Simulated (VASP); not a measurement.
Al:

```
Al
1.0
     0.00000   -2.02398   -2.02398
     2.02398    0.00000   -2.02398
     2.02398   -2.02398    0.00000
Al
1
Direct
  0.00000 0.00000 0.00000
```

| Property | Result |
| --- | --- |
| Program | VASP 6.6.1 |
| Task | relaxation of cell and atoms |
| Functional | r2SCAN |
| Potentials or basis | VASP PAW PBE potentials, release 64 (Al) |
| Cutoff | 600 eV |
| k mesh | 18 × 18 × 18 |
| Occupations | gaussian, width 0.1 eV |
| Spin | no spin polarisation |

At the start: pressure -3.8 GPa; volume 16.58 Å³/atom.

Q: How do energy, volume and symmetry change on relaxing?

A: Over 3 steps the energy falls by 9.2 meV/atom and the volume is 15.84 Å³/atom (-4.5 %); space group Fm-3m (No. 225, to 0.05 Å).

Step by step:
| step | energy change (eV) | largest force (eV/Å) | pressure (GPa) | volume (Å³) |
| --- | --- | --- | --- | --- |
| 1 | 0.0000 | 0.0000 | -3.78 | 16.58 |
| 2 | -0.0086 | 0.0000 | 1.13 | 15.66 |
| 3 | -0.0092 | 0.0000 | 0.03 | 15.84 |

Final structure:
```cif
data_structure
_symmetry_space_group_name_H-M 'P 1'
_symmetry_Int_Tables_number 1
_cell_length_a 2.8191
_cell_length_b 2.8191
_cell_length_c 2.8191
_cell_angle_alpha 60.000
_cell_angle_beta 60.000
_cell_angle_gamma 60.000
_cell_volume 15.84
loop_
_atom_site_label
_atom_site_type_symbol
_atom_site_fract_x
_atom_site_fract_y
_atom_site_fract_z
_atom_site_occupancy
Al1 Al 0.00000 0.00000 0.00000 1
```

Caveat: the PAW data sets were made with another functional, which shifts forces and pressure a little.
